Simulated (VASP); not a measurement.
# Li (Cmmm) in VASP: single point with PBE

Aim: the single point of Li with PBE.

Everything below comes from runs of VASP 6.6.1. Logs are shortened: lines on timing, memory, paths and dates and some standing lists are left out, and cuts for length are marked.

### 1 The cell of the first run

The structure is orthorhombic, space group Cmmm (No. 65). The conventional cell has a = 5.196 Å, b = 7.755 Å, c = 5.873 Å, α = 90.00°, β = 90.00°, γ = 90.00°. Li (site symmetry 2) has 6 Li at 2.60 to 2.94 Å within 3.4 Å. Within 3.6 Å of Li (site symmetry mmm) lie 8 Li at 2.76 Å.

### 2 Single point, PBE

The input, INCAR:

```
PREC = Accurate
ENCUT = 520
EDIFF = 1E-6
ISMEAR = 0
SIGMA = 0.1
LREAL = False
LASPH = True
NELM = 60
ALGO = Normal
ISIF = 2
LWAVE = False
LCHARG = False
GGA = PE
NBANDS = 16
```

The input, KPOINTS:

```
regular mesh
0
Gamma
  4 4 4
```

The input, POSCAR:

```
Li
1.0
    2.5978127587     -3.8774162872      0.0000000000
    2.5978127587      3.8774162872      0.0000000000
    0.0000000000      0.0000000000      5.8729801005
Li
5
Direct
    0.5000000000      0.0000000000      0.2500000000
    0.0000000000      0.5000000000      0.7500000000
    0.0000000000      0.5000000000      0.2500000000
    0.5000000000      0.0000000000      0.7500000000
    0.0000000000      0.0000000000      0.0000000000
```

Potentials or basis: VASP PAW PBE potentials, release 64 (Li_sv).

The run is started by

```sh
cat potpaw_PBE.64/Li_sv/POTCAR > POTCAR
mpirun -np 1 vasp_std > vasp.out
```

OUTCAR:

```text
PREC = Accurate
   ENCUT = 520
   EDIFF = 1E-6
   ISMEAR = 0
   LREAL = False
   LASPH = True
   NELM = 60
   ISIF = 2
   GGA = PE

 ion  position               nearest neighbor table
   1  0.500  0.000  0.250-   3 2.60   3 2.60
   2  0.000  0.500  0.750-   4 2.60   4 2.60
   3  0.000  0.500  0.250-   1 2.60   1 2.60
   4  0.500  0.000  0.750-   2 2.60   2 2.60
   5  0.000  0.000  0.000-

  LATTYP: Found a base centered orthorhombic cell.
 ALAT       =     5.1956255174
 B/A-ratio  =     1.4925695758
 C/A-ratio  =     1.1303701702

  Lattice vectors:

 A1 = (   2.5978127587,  -3.8774162872,   0.0000000000)
 A2 = (   2.5978127587,   3.8774162872,   0.0000000000)
 A3 = (   0.0000000000,   0.0000000000,   5.8729801005)

Analysis of symmetry for initial positions (statically):
=====================================================================
 Subroutine PRICEL returns:
 Original cell was already a primitive cell.

 Routine SETGRP: Setting up the symmetry group for a
 base centered orthorhombic supercell.

 Subroutine GETGRP returns: Found  8 space group operations
 (whereof  8 operations were pure point group operations)
 out of a pool of  8 trial point group operations.

The static configuration has the point symmetry D_2h.

Analysis of symmetry for dynamics (positions and initial velocities):
=====================================================================
 Subroutine PRICEL returns:
 Original cell was already a primitive cell.

 Routine SETGRP: Setting up the symmetry group for a
 base centered orthorhombic supercell.

 Subroutine GETGRP returns: Found  8 space group operations
 (whereof  8 operations were pure point group operations)
 out of a pool of  8 trial point group operations.

The dynamic configuration has the point symmetry D_2h.

 Subroutine INISYM returns: Found  8 space group operations
 (whereof  8 operations are pure point group operations),
 and found     1 'primitive' translations

----------------------------------------------------------------------------------------

                                     Primitive cell

  volume of cell :     118.3147

  direct lattice vectors                    reciprocal lattice vectors
     2.597812759 -3.877416287  0.000000000     0.192469607 -0.128951849  0.000000000
     2.597812759  3.877416287  0.000000000     0.192469607  0.128951849  0.000000000
     0.000000000  0.000000000  5.872980101     0.000000000  0.000000000  0.170271307

  length of vectors
     4.667224892  4.667224892  5.872980101     0.231674619  0.231674619  0.170271307

  position of ions in fractional coordinates (direct lattice)
     0.500000000  0.000000000  0.250000000
     0.000000000  0.500000000  0.750000000
     0.000000000  0.500000000  0.250000000
     0.500000000  0.000000000  0.750000000
     0.000000000  0.000000000  0.000000000

  ion indices of the primitive-cell ions
   primitive index   ion index
                 1           1
                 2           2
                 3           3
                 4           4
                 5           5

----------------------------------------------------------------------------------------

 KPOINTS: regular mesh

Automatic generation of k-mesh.
 Grid dimensions read from file:
 generate k-points for:    4    4    4

 Generating k-lattice:

  Cartesian coordinates                     Fractional coordinates (reciprocal lattice)
     0.048117402 -0.032237962  0.000000000     0.250000000  0.000000000  0.000000000
     0.048117402  0.032237962  0.000000000     0.000000000  0.250000000  0.000000000
     0.000000000  0.000000000  0.042567827     0.000000000  0.000000000  0.250000000

  Length of vectors
     0.057918655  0.057918655  0.042567827

  Shift w.r.t. Gamma in fractional coordinates (k-lattice)
     0.000000000  0.000000000  0.000000000

 Subroutine IBZKPT returns following result:
 ===========================================

 Found     21 irreducible k-points:

 Following reciprocal coordinates:
            Coordinates               Weight
  0.000000  0.000000  0.000000      1.000000
  0.250000  0.000000  0.000000      4.000000
  0.500000  0.000000  0.000000      2.000000
  0.250000  0.250000  0.000000      2.000000
  0.500000  0.250000  0.000000      4.000000
 -0.250000  0.250000  0.000000      2.000000
[... 13 lines left out ...]
 -0.250000  0.250000  0.500000      2.000000
  0.500000  0.500000  0.500000      1.000000
   k-points           NKPTS =     21   k-points in BZ     NKDIM =     21   number of bands    NBANDS=     16
   number of dos      NEDOS =    301   number of ions     NIONS =      5
   total plane-waves  NPLWV =  62208
   dimension x,y,z NGX =    36 NGY =   36 NGZ =   48
   dimension x,y,z NGXF=    72 NGYF=   72 NGZF=   96
   ions per type =               5
   NGX,Y,Z   is equivalent  to a cutoff of  12.82, 12.82, 13.59 a.u.
   NGXF,Y,Z  is equivalent  to a cutoff of  25.65, 25.65, 27.17 a.u.
 SYSTEM =  unknown system
   PREC   = accura    normal or accurate (medium, high low for compatibility)
   ISTART =      0    job   : 0-new  1-cont  2-samecut
   ICHARG =      2    charge: 1-file 2-atom 10-const
   ISPIN  =      1    spin polarized calculation?
   LNONCOLLINEAR =      F non collinear calculations
   LSORBIT =      F    spin-orbit coupling
   LASPH  =      T    aspherical Exc in radial PAW
   ENCUT  =  520.0 eV  38.22 Ry    6.18 a.u.   8.68  8.68 10.92*2*pi/ulx,y,z
   NELM   =     60;   NELMIN=  2; NELMDL= -5     # of ELM steps
   EDIFF  = 0.1E-05   stopping-criterion for ELM
   LREAL  =      F    real-space projection
[... 7 lines left out ...]
   TEBEG  =    0.0;   TEEND  =   0.0 temperature during run
   PSTRESS=    0.0 pullay stress
   NELECT =      15.0000    total number of electrons
   NUPDOWN=      -1.0000    fix difference up-down
   EMIN   =  10.00;   EMAX   =-10.00  energy-range for DOS
   EFERMI =   0.00;   METHOD = LEGACY
   ISMEAR =     0;   SIGMA  =   0.10  broadening in eV -4-tet -1-fermi 0-gaus
   EFERMI_NEDOS =   21; number of points for ismear=-14 and -15
   IALGO  =     38    algorithm
   IMIX   =      4    mixing-type and parameters
     AMIX     =   0.40;   BMIX     =  1.00
     AMIX_MAG =   1.60;   BMIX_MAG =  1.00
  volume/ion in A,a.u.               =      23.66       159.69
  Fermi-wavevector in a.u.,A,eV,Ry     =   0.822417  1.554144  9.202579  0.676370
  Thomas-Fermi vector in A             =   1.933749
   LORBIT       =      0    0 simple, 1 ext, 2 COOP (PROOUT), +10 PAW based schemes
   GGA     = PE    functional components
   LHFCALC =     F    Hartree Fock is set to
   AEXX    =    0.0000 exact exchange contribution
   IVDW    =     0    specifies the selected vdW correction
   LEPSILON=     F    determine dielectric tensor
   LRPA    =     F    only Hartree local field effects (RPA)
 non-spin polarized calculation
 Gauss-broadening in eV      SIGMA  =   0.10
  energy-cutoff  :      520.00
  volume of cell :      118.31
 maximum number of plane-waves:      3206
 NGX is ok and might be reduce to    36
   NGX = 17   NGY = 17   NGZ = 21

 number of electron      14.9999966 magnetization

 Free energy of the ion-electron system (eV)
  ---------------------------------------------------
  ext. energy  EPLUGINS =         0.00000000
  ---------------------------------------------------
  free energy    TOTEN  =        -7.87952298 eV

  energy without entropy =       -7.86729606  energy(sigma->0) =       -7.87340952

 E-fermi :   0.1861     XC(G=0):  -6.5943

 val. band max:        0.1388003524   @ k =   0.5000   0.2500   0.0000
 cond. band min:       0.2062277361   @ k =   0.2500   0.0000   0.0000
 fundamental gap:      0.0674273837
 Fermi energy:         0.1860636190

 k-point     1 :       0.0000    0.0000    0.0000
  band No.  band energies     occupation
      1     -46.8249      2.00000
      2     -46.8134      2.00000
      3     -46.7892      2.00000
      4     -46.7804      2.00000
      5     -46.5967      2.00000
      6      -3.0950      2.00000
[... 8 lines left out ...]
     15       5.8051      0.00000
     16       6.8629      0.00000

 k-point     2 :       0.2500    0.0000    0.0000
  band No.  band energies     occupation
      1     -46.8195      2.00000
      2     -46.8086      2.00000
      3     -46.7943      2.00000
      4     -46.7852      2.00000
      5     -46.5970      2.00000
      6      -2.7142      2.00000
[... 8 lines left out ...]
     15       6.1113      0.00000
     16       6.8662      0.00000

 k-point     3 :       0.5000    0.0000    0.0000
  band No.  band energies     occupation
      1     -46.8071      2.00000
      2     -46.8063      2.00000
      3     -46.7969      2.00000
      4     -46.7969      2.00000
      5     -46.5973      2.00000
      6      -1.6049      2.00000
[... 8 lines left out ...]
     15       6.2226      0.00000
     16       6.6829      0.00000

 k-point     4 :       0.2500    0.2500    0.0000
  band No.  band energies     occupation
      1     -46.8073      2.00000
      2     -46.8062      2.00000
      3     -46.7971      2.00000
      4     -46.7967      2.00000
      5     -46.5974      2.00000
      6      -2.0597      2.00000
[... 8 lines left out ...]
     15       5.1534      0.00000
     16       6.3586      0.00000

 k-point     5 :       0.5000    0.2500    0.0000
  band No.  band energies     occupation
      1     -46.8183      2.00000
      2     -46.8084      2.00000
      3     -46.7946      2.00000
      4     -46.7855      2.00000
      5     -46.5978      2.00000
      6      -1.7577      2.00000
[... 8 lines left out ...]
     15       5.0334      0.00000
     16       6.3040      0.00000

 k-point     6 :      -0.2500    0.2500    0.0000
  band No.  band energies     occupation
      1     -46.8239      2.00000
      2     -46.8133      2.00000
      3     -46.7893      2.00000
      4     -46.7805      2.00000
      5     -46.5974      2.00000
      6      -2.6172      2.00000
[... 8 lines left out ...]
     15       5.6873      0.00000
     16       6.6689      0.00000

 k-point     7 :       0.5000    0.5000    0.0000
  band No.  band energies     occupation
      1     -46.8230      2.00000
      2     -46.8132      2.00000
      3     -46.7894      2.00000
      4     -46.7807      2.00000
      5     -46.5982      2.00000
      6      -1.2200      2.00000
[... 8 lines left out ...]
     15       4.3407      0.00000
     16       6.2945      0.00000

 k-point     8 :       0.0000    0.0000    0.2500
  band No.  band energies     occupation
      1     -46.8232      2.00000
      2     -46.8151      2.00000
      3     -46.7879      2.00000
      4     -46.7817      2.00000
      5     -46.5967      2.00000
      6      -2.8961      2.00000
[... 8 lines left out ...]
     15       5.6661      0.00000
     16       5.7919      0.00000

 k-point     9 :       0.2500    0.0000    0.2500
  band No.  band energies     occupation
      1     -46.8179      2.00000
      2     -46.8102      2.00000
      3     -46.7930      2.00000
      4     -46.7866      2.00000
      5     -46.5970      2.00000
      6      -2.5149      2.00000
[... 8 lines left out ...]
     15       5.8263      0.00000
     16       6.1997      0.00000
[... 115 lines left out ...]
 k-point    16 :       0.2500    0.0000    0.5000
  band No.  band energies     occupation
      1     -46.8147      2.00000
      2     -46.8135      2.00000
      3     -46.7898      2.00000
      4     -46.7897      2.00000
      5     -46.5970      2.00000
      6      -2.0580      2.00000
[... 8 lines left out ...]
     15       5.6939      0.00000
     16       5.8493      0.00000

 k-point    17 :       0.5000    0.0000    0.5000
  band No.  band energies     occupation
      1     -46.8025      2.00000
      2     -46.8016      2.00000
      3     -46.8016      2.00000
      4     -46.8016      2.00000
      5     -46.5973      2.00000
      6      -1.0057      2.00000
[... 8 lines left out ...]
     15       6.0751      0.00000
     16       6.3213      0.00000

 k-point    18 :       0.2500    0.2500    0.5000
  band No.  band energies     occupation
      1     -46.8026      2.00000
      2     -46.8018      2.00000
      3     -46.8015      2.00000
      4     -46.8015      2.00000
      5     -46.5974      2.00000
      6      -1.3918      2.00000
[... 8 lines left out ...]
     15       6.5703      0.00000
     16       6.9452      0.00000

 k-point    19 :       0.5000    0.2500    0.5000
  band No.  band energies     occupation
      1     -46.8135      2.00000
      2     -46.8132      2.00000
      3     -46.7901      2.00000
      4     -46.7899      2.00000
      5     -46.5978      2.00000
      6      -1.1759      2.00000
[... 8 lines left out ...]
     15       6.2845      0.00000
     16       6.9124      0.00000

 k-point    20 :      -0.2500    0.2500    0.5000
  band No.  band energies     occupation
      1     -46.8191      2.00000
      2     -46.8182      2.00000
      3     -46.7849      2.00000
      4     -46.7849      2.00000
      5     -46.5974      2.00000
      6      -1.9843      2.00000
[... 8 lines left out ...]
     15       6.1524      0.00000
     16       6.6699      0.00000

 k-point    21 :       0.5000    0.5000    0.5000
  band No.  band energies     occupation
      1     -46.8181      2.00000
      2     -46.8181      2.00000
      3     -46.7850      2.00000
      4     -46.7850      2.00000
      5     -46.5982      2.00000
      6      -0.8874      2.00000
[... 8 lines left out ...]
     15       7.1833      0.00000
     16       7.4084      0.00000

------------------------ aborting loop because EDIFF is reached ----------------------------------------

  FORCE on cell =-STRESS in cart. coord.  units (eV):
  Direction    XX          YY          ZZ          XY          YZ          ZX
  --------------------------------------------------------------------------------------
  -------------------------------------------------------------------------------------
  Total        2.9032762     -0.6291670      0.1623117     -0.0000000      0.0000000      0.0000000
  in kB       39.3151681     -8.5199629      2.1979693     -0.0000000      0.0000000      0.0000000
  external PRESSURE =      10.9977248 kB  Pullay stress =       0.0000000 kB

 VOLUME and BASIS-vectors are now :
 -----------------------------------------------------------------------------
  energy-cutoff  :      520.00
  volume of cell :      118.31
      direct lattice vectors                 reciprocal lattice vectors
     2.597812759 -3.877416287  0.000000000     0.192469607 -0.128951849  0.000000000
     2.597812759  3.877416287  0.000000000     0.192469607  0.128951849  0.000000000
     0.000000000  0.000000000  5.872980101     0.000000000  0.000000000  0.170271307

 POSITION                                       TOTAL-FORCE (eV/Angst)
 -----------------------------------------------------------------------------------
      1.29891     -1.93871      1.46825        -0.000000      0.000000      0.164441
      1.29891      1.93871      4.40474         0.000000      0.000000     -0.164441
      1.29891      1.93871      1.46825         0.000000     -0.000000      0.164441
      1.29891     -1.93871      4.40474        -0.000000      0.000000     -0.164441
      0.00000      0.00000      0.00000         0.000000     -0.000000      0.000000
 -----------------------------------------------------------------------------------
    total drift:                                0.000000     -0.000000      0.000000

  FREE ENERGIE OF THE ION-ELECTRON SYSTEM (eV)
  ---------------------------------------------------
  free  energy   TOTEN  =        -7.8795229789 eV

  energy  without entropy=       -7.8672960646  energy(sigma->0) =       -7.87340952
```

Run time: 18 s. Hardware: 1 thread of Intel Xeon Platinum 8488C (Sapphire Rapids), shared host; peak memory 0.22 GiB.

Results:

```
Free energy            : -7.8795 eV
Largest force          : 0.164 eV/Å
Band gap on the k mesh : zero (an odd number of electrons rules out a gap without spin polarisation)
```

Forces in eV/Å, atoms in the order of the input:
```
Li   0.000  0.000  0.164
Li   0.000  0.000 -0.164
Li   0.000  0.000  0.164
Li   0.000  0.000 -0.164
Li   0.000  0.000  0.000
```

Caveat: the k points lie up to 0.36 Å⁻¹ apart, too coarse for converged energies and pressures of a metal; the cutoff is under 1.25 times the usual one of these potentials, so pressure, stress and relaxed cells hold a basis-set (Pulay) error.

The gap in the log of VASP goes by the Fermi energy; the results here count the filled bands.